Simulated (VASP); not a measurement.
Write the native input for VASP 6.6.1 that does the following.

- Task: single point
- Functional: PBE
- Potentials or basis: VASP PAW PBE potentials, release 64 (Si, C)
- Cutoff: 520 eV
- k mesh: 10 × 10 × 10
- Occupations: fermi-dirac, width 0.02 eV
- Spin: no spin polarisation
- Dipole correction: no
- Further INCAR settings: ALGO = Normal; EDIFF = 1e-06; NBANDS = 11

The structure of SiC lies in POSCAR:

```
SiC
1.0
   -0.0169860927      2.1828467819      2.1828467819
    2.1828467819     -0.0169860927      2.1828467819
    2.1828467819      2.1828467819     -0.0169860927
Si C
1 1
Direct
   -0.0003253515     -0.0003253515     -0.0003253515
    0.2503253515      0.2503253515      0.2503253515
```

This cell differs from its parent crystal: epitaxial 111 strain +1.0%.

The input as run:

INCAR

```
PREC = Accurate
ENCUT = 520
EDIFF = 1E-6
ISMEAR = -1
SIGMA = 0.02
LREAL = False
LASPH = True
NELM = 100
ALGO = Normal
ISIF = 2
LWAVE = False
LCHARG = False
GGA = PE
NBANDS = 11
```

KPOINTS

```
Automatic mesh
0
Gamma
  10 10 10
```

Potentials or basis: VASP PAW PBE potentials, release 64 (Si, C).

Launch:

```sh
$ cat potpaw_PBE.64/Si/POTCAR potpaw_PBE.64/C/POTCAR > POTCAR
$ mpirun -np 1 vasp_std > vasp.out
```

It gave:

The pressure is -0.4 GPa, the largest force is 0.013 eV/Å and the band gap on the k mesh is 1.30 eV (least direct gap 4.45 eV).

Caveat: the cell differs from its parent crystal (epitaxial 111 strain +1.0%).

Run time: 9.7 s on 1 thread of Intel(R) Xeon(R) Platinum 8488C (Sapphire Rapids) (shared host), peak memory 0.14 GiB.
